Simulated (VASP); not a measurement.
# Ca5Ta in VASP: a series of runs

Ca5Ta is run at these levels: PBE; tasks: single point.

Everything below comes from runs of VASP 6.6.1. Logs are shortened: lines on timing, memory, paths and dates and some standing lists are left out, and cuts for length are marked.

### 1 The cell of the first run

The cell holds a sheet with vacuum, 6 atoms: a = 5.242 Å, b = 5.242 Å, c = 17.000 Å, α = 90.00°, β = 90.00°, γ = 90.00°.

The cell was built from a structure type or drawn by symmetry, and may not be a known phase.

### 2 Single point, PBE

INCAR

```
ALGO = Normal ; DIPOL = 0.5 0.5 0.500
EDIFF = 1E-7 ; ENCUT = 520
GGA = PE ; IDIPOL = 3
ISIF = 2 ; ISMEAR = 0
LASPH = T ; LCHARG = T
LDIPOL = T ; LELF = T
LREAL = F ; LVACPOTAV = T
LVHAR = T ; LWAVE = F
NBANDS = 40 ; NELM = 100
PREC = Accurate ; SIGMA = 0.1
```

KPOINTS

```
k-points
0
Gamma
  4 4 1
```

POSCAR

```
Ca5Ta
1.0
    5.2420680000      0.0000000000      0.0000000000
    0.0000000000      5.2420680000      0.0000000000
    0.0000000000      0.0000000000     17.0000000000
Ca Ta
5 1
Direct
    0.0000000000      0.5000000000      0.5789441100
    0.5000000000      0.0000000000      0.5789441100
    0.0000000000      0.5000000000      0.4210558900
    0.5000000000      0.0000000000      0.4210558900
    0.0000000000      0.0000000000      0.5000000000
    0.5000000000      0.5000000000      0.5000000000
```

Potentials or basis: VASP PAW PBE potentials, release 64 (Ca_sv, Ta_pv).

On the command line:

```sh
$ cat potpaw_PBE.64/Ca_sv/POTCAR potpaw_PBE.64/Ta_pv/POTCAR > POTCAR
$ mpirun -np 1 vasp_std > vasp.out
```

OUTCAR:

```text
EDIFF = 1E-7
   ENCUT = 520
   GGA = PE
   ISIF = 2
   ISMEAR = 0
   LASPH = T
   LREAL = F
   NELM = 100
   PREC = Accurate

 ion  position               nearest neighbor table
   1  0.000  0.500  0.579-   3 2.68   5 2.94   6 2.94   5 2.94   6 2.94
   2  0.500  0.000  0.579-   4 2.68   5 2.94   6 2.94   6 2.94   5 2.94
   3  0.000  0.500  0.421-   1 2.68   5 2.94   6 2.94   5 2.94   6 2.94
   4  0.500  0.000  0.421-   2 2.68   5 2.94   6 2.94   6 2.94   5 2.94
   5  0.000  0.000  0.500-   1 2.94   2 2.94   3 2.94   4 2.94   1 2.94   3 2.94   2 2.94   4 2.94

   6  0.500  0.500  0.500-   1 2.94   2 2.94   3 2.94   4 2.94   2 2.94   4 2.94   1 2.94   3 2.94

  LATTYP: Found a simple tetragonal cell.
 ALAT       =     5.2420680000
 C/A-ratio  =     3.2429949402

  Lattice vectors:

 A1 = (   5.2420680000,   0.0000000000,   0.0000000000)
 A2 = (   0.0000000000,   5.2420680000,   0.0000000000)
 A3 = (   0.0000000000,   0.0000000000,  17.0000000000)

Analysis of symmetry for initial positions (statically):
=====================================================================
 Subroutine PRICEL returns:
 Original cell was already a primitive cell.

 Routine SETGRP: Setting up the symmetry group for a
 simple tetragonal supercell.

 Subroutine GETGRP returns: Found 16 space group operations
 (whereof 16 operations were pure point group operations)
 out of a pool of 16 trial point group operations.

The static configuration has the point symmetry D_4h.

Analysis of symmetry for dynamics (positions and initial velocities):
=====================================================================
 Subroutine PRICEL returns:
 Original cell was already a primitive cell.

 Routine SETGRP: Setting up the symmetry group for a
 simple tetragonal supercell.

 Subroutine GETGRP returns: Found 16 space group operations
 (whereof 16 operations were pure point group operations)
 out of a pool of 16 trial point group operations.

The dynamic configuration has the point symmetry D_4h.

 Subroutine INISYM returns: Found 16 space group operations
 (whereof 16 operations are pure point group operations),
 and found     1 'primitive' translations

----------------------------------------------------------------------------------------

                                     Primitive cell

  volume of cell :     467.1477

  direct lattice vectors                    reciprocal lattice vectors
     5.242068000  0.000000000  0.000000000     0.190764408  0.000000000  0.000000000
     0.000000000  5.242068000  0.000000000     0.000000000  0.190764408  0.000000000
     0.000000000  0.000000000 17.000000000     0.000000000  0.000000000  0.058823529

  length of vectors
     5.242068000  5.242068000 17.000000000     0.190764408  0.190764408  0.058823529

  position of ions in fractional coordinates (direct lattice)
     0.000000000  0.500000000  0.578944110
     0.500000000  0.000000000  0.578944110
     0.000000000  0.500000000  0.421055890
     0.500000000  0.000000000  0.421055890
     0.000000000  0.000000000  0.500000000
     0.500000000  0.500000000  0.500000000

  ion indices of the primitive-cell ions
   primitive index   ion index
                 1           1
                 2           2
                 3           3
                 4           4
                 5           5
                 6           6

----------------------------------------------------------------------------------------

 KPOINTS: k-points

Automatic generation of k-mesh.
 Grid dimensions read from file:
 generate k-points for:    4    4    1

 Generating k-lattice:

  Cartesian coordinates                     Fractional coordinates (reciprocal lattice)
     0.047691102  0.000000000  0.000000000     0.250000000  0.000000000  0.000000000
     0.000000000  0.047691102  0.000000000     0.000000000  0.250000000  0.000000000
     0.000000000  0.000000000  0.058823529     0.000000000  0.000000000  1.000000000

  Length of vectors
     0.047691102  0.047691102  0.058823529

  Shift w.r.t. Gamma in fractional coordinates (k-lattice)
     0.000000000  0.000000000  0.000000000

 Subroutine IBZKPT returns following result:
 ===========================================

 Found      6 irreducible k-points:

 Following reciprocal coordinates:
            Coordinates               Weight
  0.000000  0.000000  0.000000      1.000000
  0.250000  0.000000  0.000000      4.000000
  0.500000  0.000000  0.000000      2.000000
  0.250000  0.250000  0.000000      4.000000
  0.500000  0.250000  0.000000      4.000000
  0.500000  0.500000  0.000000      1.000000
   k-points           NKPTS =      6   k-points in BZ     NKDIM =      6   number of bands    NBANDS=     40
   number of dos      NEDOS =    301   number of ions     NIONS =      6
   total plane-waves  NPLWV = 201600
   dimension x,y,z NGX =    40 NGY =   40 NGZ =  126
   dimension x,y,z NGXF=    80 NGYF=   80 NGZF=  252
   ions per type =               5   1
   NGX,Y,Z   is equivalent  to a cutoff of  12.69, 12.69, 12.32 a.u.
   NGXF,Y,Z  is equivalent  to a cutoff of  25.37, 25.37, 24.64 a.u.
 SYSTEM =  unknown system
   PREC   = accura    normal or accurate (medium, high low for compatibility)
   ISTART =      0    job   : 0-new  1-cont  2-samecut
   ICHARG =      2    charge: 1-file 2-atom 10-const
   ISPIN  =      1    spin polarized calculation?
   LNONCOLLINEAR =      F non collinear calculations
   LSORBIT =      F    spin-orbit coupling
   LASPH  =      T    aspherical Exc in radial PAW
   ENCUT  =  520.0 eV  38.22 Ry    6.18 a.u.   9.75  9.75 31.61*2*pi/ulx,y,z
   NELM   =    100;   NELMIN=  2; NELMDL= -5     # of ELM steps
   EDIFF  = 0.1E-06   stopping-criterion for ELM
   LREAL  =      F    real-space projection
   EDIFFG = 0.1E-05   stopping-criterion for IOM
   NSW    =      0    number of steps for IOM
   IBRION =     -1    ionic relax: 0-MD 1-quasi-New 2-CG
   NFREE  =      0    steps in history (QN), initial steepest desc. (CG)
   ISIF   =      2    stress and relaxation
   ISYM   =      2    0-nonsym 1-usesym 2-fastsym
   POTIM  = 0.5000    time-step for ionic-motion
   TEBEG  =    0.0;   TEEND  =   0.0 temperature during run
   PSTRESS=    0.0 pullay stress
   NELECT =      61.0000    total number of electrons
   NUPDOWN=      -1.0000    fix difference up-down
   EMIN   =  10.00;   EMAX   =-10.00  energy-range for DOS
   EFERMI =   0.00;   METHOD = LEGACY
   ISMEAR =     0;   SIGMA  =   0.10  broadening in eV -4-tet -1-fermi 0-gaus
   EFERMI_NEDOS =   21; number of points for ismear=-14 and -15
   IALGO  =     38    algorithm
   IMIX   =      4    mixing-type and parameters
     AMIX     =   0.40;   BMIX     =  1.00
     AMIX_MAG =   1.60;   BMIX_MAG =  1.00
  volume/ion in A,a.u.               =      77.86       525.41
  Fermi-wavevector in a.u.,A,eV,Ry     =   0.830552  1.569515  9.385520  0.689816
  Thomas-Fermi vector in A             =   1.943288
   LORBIT       =      0    0 simple, 1 ext, 2 COOP (PROOUT), +10 PAW based schemes
   GGA     = PE    functional components
   LHFCALC =     F    Hartree Fock is set to
   AEXX    =    0.0000 exact exchange contribution
   IVDW    =     0    specifies the selected vdW correction
   LEPSILON=     F    determine dielectric tensor
   LRPA    =     F    only Hartree local field effects (RPA)
 non-spin polarized calculation
 Gauss-broadening in eV      SIGMA  =   0.10
  energy-cutoff  :      520.00
  volume of cell :      467.15
 maximum number of plane-waves:     12624
 NGX is ok and might be reduce to    40
   NGX = 19   NGY = 19   NGZ = 63

 dipolmoment           0.000000      0.000000      0.000000 electrons x Angstroem

 number of electron      60.9999998 magnetization

 dipolmoment           0.000000      0.000000     -0.000000 electrons x Angstroem

 Free energy of the ion-electron system (eV)
  ---------------------------------------------------
  ext. energy  EPLUGINS =         0.00000000
  ---------------------------------------------------
  free energy    TOTEN  =       -12.29130222 eV

  energy without entropy =      -12.23856224  energy(sigma->0) =      -12.26493223

 E-fermi :  -0.6057     XC(G=0):  -4.0479

 val. band max:       -0.6399578607   @ k =   0.2500   0.2500   0.0000
 cond. band min:      -0.5549506025   @ k =   0.2500   0.0000   0.0000
 fundamental gap:      0.0850072582
 Fermi energy:        -0.6056926011

 k-point     1 :       0.0000    0.0000    0.0000
  band No.  band energies     occupation
      1     -41.6880      2.00000
      2     -41.5557      2.00000
      3     -41.4044      2.00000
      4     -41.3994      2.00000
      5     -41.3820      2.00000
      6     -34.6035      2.00000
[... 32 lines left out ...]
     39       1.9296      0.00000
     40       1.9297      0.00000

 k-point     2 :       0.2500    0.0000    0.0000
  band No.  band energies     occupation
      1     -41.6687      2.00000
      2     -41.5601      2.00000
      3     -41.4169      2.00000
      4     -41.4009      2.00000
      5     -41.3851      2.00000
      6     -34.6052      2.00000
[... 32 lines left out ...]
     39       1.7352      0.00000
     40       1.7556      0.00000

 k-point     3 :       0.5000    0.0000    0.0000
  band No.  band energies     occupation
      1     -41.6442      2.00000
      2     -41.5674      2.00000
      3     -41.4367      2.00000
      4     -41.3930      2.00000
      5     -41.3925      2.00000
      6     -34.6069      2.00000
[... 32 lines left out ...]
     39       1.4976      0.00000
     40       1.5811      0.00000

 k-point     4 :       0.2500    0.2500    0.0000
  band No.  band energies     occupation
      1     -41.6468      2.00000
      2     -41.5630      2.00000
      3     -41.4384      2.00000
      4     -41.3984      2.00000
      5     -41.3872      2.00000
      6     -34.6069      2.00000
[... 32 lines left out ...]
     39       1.6423      0.00000
     40       1.7722      0.00000

 k-point     5 :       0.5000    0.2500    0.0000
  band No.  band energies     occupation
      1     -41.6171      2.00000
      2     -41.5689      2.00000
      3     -41.4649      2.00000
      4     -41.3927      2.00000
      5     -41.3924      2.00000
      6     -34.6087      2.00000
[... 32 lines left out ...]
     39       1.2310      0.00000
     40       1.8505      0.00000

 k-point     6 :       0.5000    0.5000    0.0000
  band No.  band energies     occupation
      1     -41.5703      2.00000
      2     -41.5703      2.00000
      3     -41.5128      2.00000
      4     -41.3923      2.00000
      5     -41.3923      2.00000
      6     -34.6104      2.00000
[... 32 lines left out ...]
     39       1.3086      0.00000
     40       2.3965      0.00000

------------------------ aborting loop because EDIFF is reached ----------------------------------------

  FORCE on cell =-STRESS in cart. coord.  units (eV):
  Direction    XX          YY          ZZ          XY          YZ          ZX
  --------------------------------------------------------------------------------------
  -------------------------------------------------------------------------------------
  Total       13.5166893     13.5166893     20.0096484      0.0000000      0.0000000      0.0000000
  in kB       46.3582134     46.3582134     68.6271268      0.0000000      0.0000000      0.0000000
  external PRESSURE =      53.7811845 kB  Pullay stress =       0.0000000 kB

 VOLUME and BASIS-vectors are now :
 -----------------------------------------------------------------------------
  energy-cutoff  :      520.00
  volume of cell :      467.15
      direct lattice vectors                 reciprocal lattice vectors
     5.242068000  0.000000000  0.000000000     0.190764408  0.000000000  0.000000000
     0.000000000  5.242068000  0.000000000     0.000000000  0.190764408  0.000000000
     0.000000000  0.000000000 17.000000000     0.000000000  0.000000000  0.058823529

 POSITION                                       TOTAL-FORCE (eV/Angst)
 -----------------------------------------------------------------------------------
      0.00000      2.62103      9.84205        -0.000000     -0.000000      3.736763
      2.62103      0.00000      9.84205        -0.000000      0.000000      3.736763
      0.00000      2.62103      7.15795         0.000000      0.000000     -3.736763
      2.62103      0.00000      7.15795        -0.000000      0.000000     -3.736763
      0.00000      0.00000      8.50000        -0.000000     -0.000000      0.000000
      2.62103      2.62103      8.50000        -0.000000     -0.000000      0.000000
 -----------------------------------------------------------------------------------
    total drift:                               -0.000000      0.000000     -0.000000

  FREE ENERGIE OF THE ION-ELECTRON SYSTEM (eV)
  ---------------------------------------------------
  free  energy   TOTEN  =       -12.2913022222 eV

  energy  without entropy=      -12.2385622379  energy(sigma->0) =      -12.26493223

 vacuum level on the upper side and lower side of the slab         2.349         2.349
```

It took 94 s on 1 thread of AMD EPYC 9R45 (Zen 5), shared host; peak memory 0.46 GiB.

What came out:

* Free energy: -12.2913 eV
* Largest force: 3.737 eV/Å
* Band gap on the k mesh: zero (an odd number of electrons rules out a gap without spin polarisation)

Forces on the atoms (eV/Å):
```
Ca   0.000  0.000  3.737
Ca   0.000  0.000  3.737
Ca   0.000  0.000 -3.737
Ca   0.000  0.000 -3.737
Ca   0.000  0.000  0.000
Ta   0.000  0.000  0.000
```

Levels at points of the mesh, in eV from the Fermi level:
```tsv
k point	band 29	band 30	band 31	band 32	band 33	band 34
(0.00, 0.00, 0.00)	-0.53	0.45	0.45	0.47	0.47	0.95
(0.50, 0.00, 0.00)	-0.49	-0.39	-0.11	0.06	0.27	0.56
(0.50, 0.50, 0.00)	-0.91	-0.63	-0.30	-0.05	0.73	0.89
```

Caveat: spin-orbit coupling is left out, which moves the levels of the heavy elements.

(Part 1 of 2 ends here.)
